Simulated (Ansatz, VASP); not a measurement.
# Two plane-wave programs on CdSn2O3

INCAR

```
SYSTEM = CdSn2O3
PREC     = Accurate       ! precision mode
ENCUT    = 520            ! plane-wave cutoff, eV
EDIFF    = 1E-6           ! SCF threshold, eV
ISMEAR   = 0              ! smearing method
SIGMA    = 0.1            ! smearing width, eV
LREAL    = .False.        ! projectors in reciprocal space
LASPH    = .True.         ! aspherical terms in the spheres
NELM     = 100            ! most SCF steps
ALGO     = Normal         ! electronic algorithm
ISIF     = 2              ! what is computed and relaxed
LWAVE    = .False.        ! write WAVECAR
LCHARG   = .False.        ! write CHGCAR
GGA      = PE             ! functional
NBANDS   = 38             ! bands
```

Contents of KPOINTS:

```
Automatic mesh
0
Gamma
  4 4 4
  0 0 0
```

POSCAR

```
CdSn2O3
1.0
    3.2593436200     -3.7999709000      0.0000000000
    3.2593436200      3.7999709000      0.0000000000
    0.0000000000      0.0000000000      4.3048576600
Cd Sn O
1 2 3
Direct
    0.0000000000      0.0000000000      0.5000000000
    0.0000000000      0.5000000000      0.0000000000
    0.5000000000      0.0000000000      0.0000000000
    0.2104916100      0.2104916100      0.0000000000
    0.7895083900      0.7895083900      0.0000000000
    0.5000000000      0.5000000000      0.5000000000
```

Input for Ansatz:

```yaml
crystal:
  lattice:
    - [3.25934362, -3.7999709, 0.0]
    - [3.25934362, 3.7999709, 0.0]
    - [0.0, 0.0, 4.30485766]
  atoms:
    - { symbol: Cd, position: [0.0, 0.0, 0.5] }
    - { symbol: Sn, position: [0.0, 0.5, 0.0] }
    - { symbol: Sn, position: [0.5, 0.0, 0.0] }
    - { symbol: O, position: [0.21049161, 0.21049161, 0.0] }
    - { symbol: O, position: [0.78950839, 0.78950839, 0.0] }
    - { symbol: O, position: [0.5, 0.5, 0.5] }
basis:
  ecutwfc: 420
kpoints:
  mp_grid: { grid: [4, 4, 4] }
hamiltonian:
  xc: pbe
scf:
  occupations: { method: gaussian, width: 0.1 }
  lower_state_search: "off"
output:
  forces: true
  stress: true
  eigenvalues: true
```

Alike in both runs: task single point; functional PBE; k mesh 4 × 4 × 4; occupations gaussian, width 0.1 eV; no spin polarisation.

```csv
,VASP,Ansatz
version,VASP 6.6.1,Ansatz 0.2.0
potentials or method,"VASP PAW PBE potentials, release 64 (Cd, Sn_d, O), cutoff 520 eV","scalar-relativistic, plane waves, PAW"
valence electrons in the cell,58,66
```

VASP gave:

| Item | Value |
| --- | --- |
| gap on the k mesh at the Fermi level (eV) | none |
| pressure (GPa) | 9.5 |
| traceless stress, the component that is largest in VASP (GPa) | 22.83 |
| rms of the force components (eV/Å) | 0.399 |

Q: Estimate Ansatz's values.

A: gap on the k mesh at the Fermi level (eV): none; pressure (GPa): 9.3; traceless stress, the component that is largest in VASP (GPa): 22.56; rms of the force components (eV/Å): 0.401.

Atom by atom the forces differ by 0.002 eV/Å (rms over components). A gap of «none» marks a metal or a gap that the smearing closes. VASP's potentials hold 58 valence electrons a cell and Ansatz's 66, so a difference there can come from the potentials and not from the codes.

The k mesh is coarse, so the values compare programs but aren't converged.
